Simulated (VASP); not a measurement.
# Al in VASP: a series of runs

The runs below take Al through single point, with PBE+D3(BJ).

Everything below comes from runs of VASP 6.6.1. Logs are shortened: lines on timing, memory, paths and dates and some standing lists are left out, and cuts for length are marked.

**1. The cell of the first run**

The cell holds a slab with vacuum, 27 atoms: a = 8.449 Å, b = 8.449 Å, c = 20.599 Å, α = 90.00°, β = 90.00°, γ = 120.00°.

**2. Single point, PBE+D3(BJ)**

INCAR

```
SYSTEM = Al
PREC = Accurate
ENCUT = 520
EDIFF = 1E-7
ISMEAR = 0
SIGMA = 0.1
LREAL = Auto
LASPH = .TRUE.
NELM = 100
ALGO = Normal
ISIF = 2
LWAVE = .FALSE.
LCHARG = .FALSE.
LDIPOL = .TRUE.
IDIPOL = 3
DIPOL = 0.5 0.5 0.503
GGA = PE
IVDW = 12
NBANDS = 60
```

KPOINTS

```
regular mesh
0
G
  3 3 1
  0 0 0
```

POSCAR

```
Al
1.0
    8.4486369612      0.0000000000      0.0000000000
   -4.2243184806      7.3167342358      0.0000000000
    0.0000000000      0.0000000000     20.5988554616
Al
27
Direct
    0.2222222222      0.1111111111      0.3883710925
    0.2222222222      0.4444444444      0.3883710925
    0.2222222222      0.7777777778      0.3883710925
    0.5555555556      0.1111111111      0.3883710925
    0.5555555556      0.4444444444      0.3883710925
    0.5555555556      0.7777777778      0.3883710925
    0.8888888889      0.1111111111      0.3883710925
    0.8888888889      0.4444444444      0.3883710925
    0.8888888889      0.7777777778      0.3883710925
    0.4444444444      0.2222222222      0.5031419697
    0.4444444444      0.5555555556      0.5031419697
    0.4444444444      0.8888888889      0.5031419697
    0.7777777778      0.2222222222      0.5031419697
    0.7777777778      0.5555555556      0.5031419697
    0.7777777778      0.8888888889      0.5031419697
    0.1111111111      0.2222222222      0.5031419697
    0.1111111111      0.5555555556      0.5031419697
    0.1111111111      0.8888888889      0.5031419697
    0.6666666667      0.3333333333      0.6180423843
    0.6666666667      0.6666666667      0.6180423843
    0.6666666667      0.0000000000      0.6180423843
    0.0000000000      0.3333333333      0.6180423843
    0.0000000000      0.6666666667      0.6180423843
    0.0000000000      0.0000000000      0.6180423843
    0.3333333333      0.3333333333      0.6180423843
    0.3333333333      0.6666666667      0.6180423843
    0.3333333333      0.0000000000      0.6180423843
```

Potentials or basis: VASP PAW PBE potentials, release 64 (Al).

Started as:

```console
cat potpaw_PBE.64/Al/POTCAR > POTCAR
mpirun -np 1 vasp_std > vasp.out
```

OUTCAR:

```text
SYSTEM = Al
   PREC = Accurate
   ENCUT = 520
   EDIFF = 1E-7
   ISMEAR = 0
   LREAL = Auto
   LASPH = .TRUE.
   NELM = 100
   ISIF = 2
   GGA = PE
   IVDW = 12
 IVDW          = 12

 ion  position               nearest neighbor table
   1  0.222  0.111  0.388-   7 2.82   2 2.82   3 2.82   9 2.82   5 2.82   4 2.82  10 2.87  16 2.87
                            18 2.87
   2  0.222  0.444  0.388-   8 2.82   1 2.82   7 2.82   5 2.82   3 2.82   6 2.82  11 2.87  16 2.87
                            17 2.87
   3  0.222  0.778  0.388-   9 2.82   1 2.82   8 2.82   4 2.82   6 2.82   2 2.82  12 2.87  18 2.87
                            17 2.87
   4  0.556  0.111  0.388-   7 2.82   5 2.82   8 2.82   6 2.82   3 2.82   1 2.82  13 2.87  12 2.87
                            10 2.87
   5  0.556  0.444  0.388-   8 2.82   4 2.82   1 2.82   9 2.82   2 2.82   6 2.82  14 2.87  10 2.87
                            11 2.87
   6  0.556  0.778  0.388-   9 2.82   7 2.82   4 2.82   3 2.82   2 2.82   5 2.82  15 2.87  11 2.87
                            12 2.87
   7  0.889  0.111  0.388-   4 2.82   1 2.82   8 2.82   2 2.82   6 2.82   9 2.82  13 2.87  16 2.87
                            15 2.87
   8  0.889  0.444  0.388-   5 2.82   2 2.82   4 2.82   7 2.82   3 2.82   9 2.82  17 2.87  13 2.87
                            14 2.87
   9  0.889  0.778  0.388-   6 2.82   3 2.82   1 2.82   7 2.82   5 2.82   8 2.82  15 2.87  18 2.87
                            14 2.87
  10  0.444  0.222  0.503-  16 2.82  18 2.82  12 2.82  13 2.82  11 2.82  14 2.82   1 2.87   5 2.87
                             4 2.87  25 2.87  27 2.87  19 2.87
  11  0.444  0.556  0.503-  17 2.82  12 2.82  16 2.82  15 2.82  14 2.82  10 2.82   2 2.87   6 2.87
                             5 2.87  26 2.87  20 2.87  25 2.87
[... 37 lines left out ...]
  Lattice vectors:

 A1 = (   8.4486369612,   0.0000000000,   0.0000000000)
 A2 = (  -4.2243184806,   7.3167342358,   0.0000000000)
 A3 = (   0.0000000000,   0.0000000000,  20.5988554616)

Analysis of symmetry for initial positions (statically):
=====================================================================
 Subroutine PRICEL returns following result:

  LATTYP: Found a hexagonal cell.
 ALAT       =     2.8162123201
 C/A-ratio  =     7.3143829797

  Lattice vectors:

 A1 = (   2.8162123201,   0.0000000000,   0.0000000000)
 A2 = (  -1.4081061601,   2.4389114117,   0.0000000000)
 A3 = (   0.0000000000,   0.0000000000,  20.5988554616)

   9 primitive cells build up your supercell.

 Routine SETGRP: Setting up the symmetry group for a
 hexagonal supercell.

 Subroutine GETGRP returns: Found  6 space group operations
 (whereof  6 operations were pure point group operations)
 out of a pool of 24 trial point group operations.

The static configuration has the point symmetry C_3v.

Analysis of symmetry for dynamics (positions and initial velocities):
=====================================================================
 Subroutine PRICEL returns following result:

  LATTYP: Found a hexagonal cell.
 ALAT       =     2.8162123201
 C/A-ratio  =     7.3143829797

  Lattice vectors:

 A1 = (   2.8162123201,   0.0000000000,   0.0000000000)
 A2 = (  -1.4081061601,   2.4389114117,   0.0000000000)
 A3 = (   0.0000000000,   0.0000000000,  20.5988554616)

   9 primitive cells build up your supercell.

 Routine SETGRP: Setting up the symmetry group for a
 hexagonal supercell.

 Subroutine GETGRP returns: Found  6 space group operations
 (whereof  6 operations were pure point group operations)
 out of a pool of 24 trial point group operations.

The dynamic configuration has the point symmetry C_3v.

 Subroutine INISYM returns: Found  6 space group operations
 (whereof  6 operations are pure point group operations),
 and found     9 'primitive' translations

----------------------------------------------------------------------------------------

                                     Primitive cell

  volume of cell :     141.4831

  direct lattice vectors                    reciprocal lattice vectors
     2.816212320  0.000000000  0.000000000     0.355086864  0.205009496  0.000000000
    -1.408106160  2.438911412  0.000000000     0.000000000  0.410018993  0.000000000
     0.000000000  0.000000000 20.598855462     0.000000000  0.000000000  0.048546387

  length of vectors
     2.816212320  2.816212320 20.598855462     0.410018993  0.410018993  0.048546387

  position of ions in fractional coordinates (direct lattice)
     0.666666667  0.333333333  0.388371093
     0.333333333  0.666666667  0.503141970
     1.000000000  0.000000000  0.618042384

  ion indices of the primitive-cell ions
   primitive index   ion index
                 1           1
                 2          16
                 3          27

----------------------------------------------------------------------------------------

 KPOINTS: regular mesh

Automatic generation of k-mesh.
 Grid dimensions read from file:
 generate k-points for:    3    3    1

 Generating k-lattice:

  Cartesian coordinates                     Fractional coordinates (reciprocal lattice)
     0.039454096  0.022778833  0.000000000     0.333333333  0.000000000  0.000000000
     0.000000000  0.045557666  0.000000000     0.000000000  0.333333333  0.000000000
     0.000000000  0.000000000  0.048546387     0.000000000  0.000000000  1.000000000

  Length of vectors
     0.045557666  0.045557666  0.048546387

  Shift w.r.t. Gamma in fractional coordinates (k-lattice)
     0.000000000  0.000000000  0.000000000

 Subroutine IBZKPT returns following result:
 ===========================================

 Found      3 irreducible k-points:

 Following reciprocal coordinates:
            Coordinates               Weight
  0.000000  0.000000  0.000000      1.000000
  0.333333  0.000000  0.000000      6.000000
  0.333333  0.333333  0.000000      2.000000
   k-points           NKPTS =      3   k-points in BZ     NKDIM =      3   number of bands    NBANDS=     60
   number of dos      NEDOS =    301   number of ions     NIONS =     27
   total plane-waves  NPLWV = 655360
   dimension x,y,z NGX =    64 NGY =   64 NGZ =  160
   dimension x,y,z NGXF=   128 NGYF=  128 NGZF=  320
   ions per type =              27
   NGX,Y,Z   is equivalent  to a cutoff of  12.59, 12.59, 12.91 a.u.
   NGXF,Y,Z  is equivalent  to a cutoff of  25.19, 25.19, 25.83 a.u.
 SYSTEM =  Al
   PREC   = accura    normal or accurate (medium, high low for compatibility)
   ISTART =      0    job   : 0-new  1-cont  2-samecut
   ICHARG =      2    charge: 1-file 2-atom 10-const
   ISPIN  =      1    spin polarized calculation?
   LNONCOLLINEAR =      F non collinear calculations
   LSORBIT =      F    spin-orbit coupling
   LASPH  =      T    aspherical Exc in radial PAW
   ENCUT  =  520.0 eV  38.22 Ry    6.18 a.u.  15.71 15.71 38.30*2*pi/ulx,y,z
   NELM   =    100;   NELMIN=  2; NELMDL= -5     # of ELM steps
   EDIFF  = 0.1E-06   stopping-criterion for ELM
   LREAL  =      T    real-space projection
   EDIFFG = 0.1E-05   stopping-criterion for IOM
   NSW    =      0    number of steps for IOM
   IBRION =     -1    ionic relax: 0-MD 1-quasi-New 2-CG
   NFREE  =      0    steps in history (QN), initial steepest desc. (CG)
   ISIF   =      2    stress and relaxation
   ISYM   =      2    0-nonsym 1-usesym 2-fastsym
   POTIM  = 0.5000    time-step for ionic-motion
   TEBEG  =    0.0;   TEEND  =   0.0 temperature during run
   PSTRESS=    0.0 pullay stress
   NELECT =      81.0000    total number of electrons
   NUPDOWN=      -1.0000    fix difference up-down
   EMIN   =  10.00;   EMAX   =-10.00  energy-range for DOS
   EFERMI =   0.00;   METHOD = LEGACY
   ISMEAR =     0;   SIGMA  =   0.10  broadening in eV -4-tet -1-fermi 0-gaus
   EFERMI_NEDOS =   21; number of points for ismear=-14 and -15
   IALGO  =     38    algorithm
   IMIX   =      4    mixing-type and parameters
     AMIX     =   0.40;   BMIX     =  1.00
     AMIX_MAG =   1.60;   BMIX_MAG =  1.00
  volume/ion in A,a.u.               =      47.16       318.26
  Fermi-wavevector in a.u.,A,eV,Ry     =   0.653513  1.234960  5.810764  0.427079
  Thomas-Fermi vector in A             =   1.723777
   LORBIT       =      0    0 simple, 1 ext, 2 COOP (PROOUT), +10 PAW based schemes
   GGA     = PE    functional components
   LHFCALC =     F    Hartree Fock is set to
   AEXX    =    0.0000 exact exchange contribution
   IVDW    =    12    specifies the selected vdW correction
   LEPSILON=     F    determine dielectric tensor
   LRPA    =     F    only Hartree local field effects (RPA)
 non-spin polarized calculation
 Gauss-broadening in eV      SIGMA  =   0.10
  energy-cutoff  :      520.00
  volume of cell :     1273.35
 maximum number of plane-waves:     34421
 NGX is ok and might be reduce to    64

 dipolmoment           0.000000      0.000000      0.001799 electrons x Angstroem

 number of electron      81.0000000 magnetization

 dipolmoment           0.000000      0.000000     -0.000368 electrons x Angstroem

 Free energy of the ion-electron system (eV)
  ---------------------------------------------------
  ext. energy  EPLUGINS =         0.00000000
  ---------------------------------------------------
  free energy    TOTEN  =       -94.52563211 eV

  energy without entropy =      -94.41391438  energy(sigma->0) =      -94.46977325

 E-fermi :   0.4321     XC(G=0):  -4.3909

 val. band max:        0.3828089068   @ k =   0.0000   0.0000   0.0000
 cond. band min:       0.4894032481   @ k =   0.0000   0.0000   0.0000
 fundamental gap:      0.1065943413
 Fermi energy:         0.4320822630

 k-point     1 :       0.0000    0.0000    0.0000
  band No.  band energies     occupation
      1     -10.3507      2.00000
      2      -8.6973      2.00000
      3      -7.6209      2.00000
      4      -7.6209      2.00000
      5      -7.6209      2.00000
      6      -7.6209      2.00000
[... 154 lines left out ...]
     51       1.3401      0.00000
     52       2.4286      0.00000
 [bands above 52 left out]

------------------------ aborting loop because EDIFF is reached ----------------------------------------

 vacuum level on the upper side and lower side of the slab       (xc-potential included)        -0.040        -0.043

 Edisp (eV)   -6.30567

 E8    (eV) :    -2.9460

  FORCE on cell =-STRESS in cart. coord.  units (eV):
  Direction    XX          YY          ZZ          XY          YZ          ZX
  --------------------------------------------------------------------------------------
  -------------------------------------------------------------------------------------
  Total     -11.06076   -11.06076     0.76530     0.00000     0.00000     0.00000
  in kB     -13.91709   -13.91709     0.96293     0.00000     0.00000     0.00000
  external pressure =       -8.96 kB  Pullay stress =        0.00 kB

 VOLUME and BASIS-vectors are now :
 -----------------------------------------------------------------------------
  energy-cutoff  :      520.00
  volume of cell :     1273.35
      direct lattice vectors                 reciprocal lattice vectors
     8.448636961  0.000000000  0.000000000     0.118362288  0.068336499  0.000000000
    -4.224318481  7.316734236  0.000000000     0.000000000  0.136672998  0.000000000
     0.000000000  0.000000000 20.598855462     0.000000000  0.000000000  0.048546387

 POSITION                                       TOTAL-FORCE (eV/Angst)
 -----------------------------------------------------------------------------------
      1.40811      0.81297      8.00000         0.000000      0.000000     -0.023034
      0.00000      3.25188      8.00000         0.000000     -0.000000     -0.023034
     -1.40811      5.69079      8.00000         0.000000      0.000000     -0.023034
      4.22432      0.81297      8.00000         0.000000     -0.000000     -0.023034
      2.81621      3.25188      8.00000         0.000000     -0.000000     -0.023034
      1.40811      5.69079      8.00000         0.000000      0.000000     -0.023034
[... 19 lines left out ...]
     -0.00000      4.87782     12.73097        -0.000000     -0.000000      0.015560
      2.81621      0.00000     12.73097        -0.000000     -0.000000      0.015560
 -----------------------------------------------------------------------------------
    total drift:                                0.000000     -0.000000      0.017135

  FREE ENERGIE OF THE ION-ELECTRON SYSTEM (eV)
  ---------------------------------------------------
  free  energy   TOTEN  =      -100.8312975303 eV

  energy  without entropy=     -100.7195798070  energy(sigma->0) =     -100.77543867

 vacuum level on the upper side and lower side of the slab         4.151         4.157
```

Wall time 25 min (1 thread of Intel Xeon Platinum 8488C (Sapphire Rapids), shared host); peak memory 1.1 GiB.

Results:

- Free energy: -100.8313 eV
- Largest force: 0.023 eV/Å
- Dispersion energy per atom: -0.234 eV

Forces on the atoms (eV/Å):
```
Al   0.000  0.000 -0.023
Al   0.000  0.000 -0.023
Al   0.000  0.000 -0.023
Al   0.000  0.000 -0.023
Al   0.000  0.000 -0.023
Al   0.000  0.000 -0.023
Al   0.000  0.000 -0.023
Al   0.000  0.000 -0.023
Al   0.000  0.000 -0.023
Al   0.000  0.000  0.007
Al   0.000  0.000  0.007
Al   0.000  0.000  0.007
Al   0.000  0.000  0.007
Al   0.000  0.000  0.007
Al   0.000  0.000  0.007
Al   0.000  0.000  0.007
Al   0.000  0.000  0.007
Al   0.000  0.000  0.007
Al   0.000  0.000  0.016
Al   0.000  0.000  0.016
Al   0.000  0.000  0.016
Al   0.000  0.000  0.016
Al   0.000  0.000  0.016
Al   0.000  0.000  0.016
Al   0.000  0.000  0.016
Al   0.000  0.000  0.016
Al   0.000  0.000  0.016
```

**3. Single point, PBE+D3(BJ)**

This run uses another cell than the first one: it holds 12 atoms, not 27.

INCAR

```
SYSTEM = Al
PREC = Accurate
ENCUT = 400
EDIFF = 1E-6
ISMEAR = 0
SIGMA = 0.1
LREAL = .FALSE.
LASPH = .TRUE.
NELM = 120
ALGO = Normal
ISIF = 2
LWAVE = .FALSE.
LCHARG = .FALSE.
LDIPOL = .TRUE.
IDIPOL = 3
DIPOL = 0.5 0.5 0.457
GGA = PE
IVDW = 12
NBANDS = 30
GGA_COMPAT = .FALSE.
NELMDL = -8
```

KPOINTS

```
regular mesh
0
G
  4 4 1
  0 0 0
```

POSCAR

```
Al
1.0
    5.6324246406      0.0000000000      0.0000000000
   -2.8162123203      4.8778228237      0.0000000000
    0.0000000000      0.0000000000     22.5988554614
Al
12
Direct
    0.3333333333      0.1666666667      0.3540002286
    0.3333333333      0.6666666667      0.3540002286
    0.8333333333      0.1666666667      0.3540002286
    0.8333333333      0.6666666667      0.3540002286
    0.6681557650      0.3363115301      0.4574951410
    0.6681557650      0.8318442350      0.4574951410
    0.1666666667      0.3333333333      0.4579857534
    0.1636884699      0.8318442350      0.4574951410
   -0.0040394852      0.5040394852      0.5627260148
   -0.0040394852     -0.0080789703      0.5627260148
    0.5080789703      0.5040394852      0.5627260148
    0.5000000000      0.0000000000      0.5539930806
```

Potentials or basis: VASP PAW PBE potentials, release 64 (Al).

Started as:

```console
cat potpaw_PBE.64/Al/POTCAR > POTCAR
mpirun -np 1 vasp_std > vasp.out
```

It took 65 s on 1 thread of Intel Xeon 6975P-C (Granite Rapids), shared host; peak memory 0.5 GiB.

Results (log left out):

```
Free energy                : -45.1060 eV
Largest force              : 0.479 eV/Å
Band gap on the k mesh     : zero (band 18 reaches 0.23 eV, above the bottom of band 19 at -0.49 eV)
Dispersion energy per atom : -0.235 eV
```

Forces in eV/Å, atoms in the order of the input:
```
Al   0.016 -0.009  0.181
Al   0.000  0.018  0.181
Al  -0.016 -0.009  0.181
Al   0.000  0.000  0.142
Al   0.000 -0.002 -0.124
Al  -0.002  0.001 -0.124
Al   0.000  0.000  0.099
Al   0.002  0.001 -0.124
Al   0.348 -0.201 -0.260
Al   0.000  0.402 -0.260
Al  -0.348 -0.201 -0.260
Al   0.000  0.000  0.369
```

Levels at points of the mesh, in eV from the Fermi level:
| k point | band 14 | band 15 | band 16 | band 17 | band 18 | band 19 | band 20 | band 21 | band 22 | band 23 |
| --- | --- | --- | --- | --- | --- | --- | --- | --- | --- | --- |
| (0.00, 0.00, 0.00) | -2.85 | -2.73 | -2.73 | -0.56 | -0.47 | -0.47 | -0.26 | -0.26 | -0.21 | 0.22 |
| (0.50, 0.00, 0.00) | -1.80 | -0.42 | -0.35 | -0.08 | -0.07 | 0.96 | 1.01 | 1.20 | 1.21 | 1.49 |
